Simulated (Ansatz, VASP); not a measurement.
Two plane-wave programs on In3As

Contents of INCAR:

```
PREC = Accurate ; ENCUT = 520
EDIFF = 1E-6 ; ISMEAR = 0
SIGMA = 0.1 ; LREAL = False
LASPH = True ; NELM = 100
ALGO = Normal ; ISIF = 2
LWAVE = False ; LCHARG = False
GGA = PE ; NBANDS = 30
```

KPOINTS

```
regular mesh
0
Gamma
  4 4 4
```

POSCAR

```
In3As
1.0
   -2.9013902400      2.9013902400      3.3570385400
    2.9013902400     -2.9013902400      3.3570385400
    2.9013902400      2.9013902400     -3.3570385400
In As
3 1
Direct
    0.5000000000      0.5000000000      0.0000000000
    0.5000000000      0.0000000000      0.5000000000
    0.0000000000      0.5000000000      0.5000000000
    0.0000000000      0.0000000000      0.0000000000
```

Input for Ansatz:

```yaml
crystal:
  lattice:
    - [-2.90139024, 2.90139024, 3.35703854]
    - [2.90139024, -2.90139024, 3.35703854]
    - [2.90139024, 2.90139024, -3.35703854]
  atoms:
    - { symbol: In, position: [0.5, 0.5, 0.0] }
    - { symbol: In, position: [0.5, 0.0, 0.5] }
    - { symbol: In, position: [0.0, 0.5, 0.5] }
    - { symbol: As, position: [0.0, 0.0, 0.0] }
basis:
  ecutwfc: 420
kpoints:
  mp_grid: { grid: [4, 4, 4] }
hamiltonian:
  xc: pbe
scf:
  occupations: { method: gaussian, width: 0.1 }
  lower_state_search: "off"
output:
  forces: true
  stress: true
  eigenvalues: true
```

Alike in both runs: task single point; functional PBE; k mesh 4 × 4 × 4; occupations gaussian, width 0.1 eV; no spin polarisation.

```csv
,VASP,Ansatz
version,VASP 6.6.1,Ansatz 0.2.0
potentials or method,"VASP PAW PBE potentials, release 64 (In_d, As), cutoff 520 eV","scalar-relativistic, plane waves, PAW"
valence electrons in the cell,44,54
```

```csv
,VASP,Ansatz,Ansatz less VASP
gap on the k mesh at the Fermi level (eV),none,none,-
pressure (GPa),0.0,0.0,-0.01
"traceless stress, the component that is largest in VASP (GPa)",-3.03,-3.01,+0.013
```

A gap of «none» marks a metal or a gap that the smearing closes. The functional is the same, so the differences come from potentials, cutoffs and numerics. VASP's potentials hold 44 valence electrons a cell and Ansatz's 54, so a difference there can come from the potentials and not from the codes.

The k mesh is coarse, so the values compare programs but aren't converged.
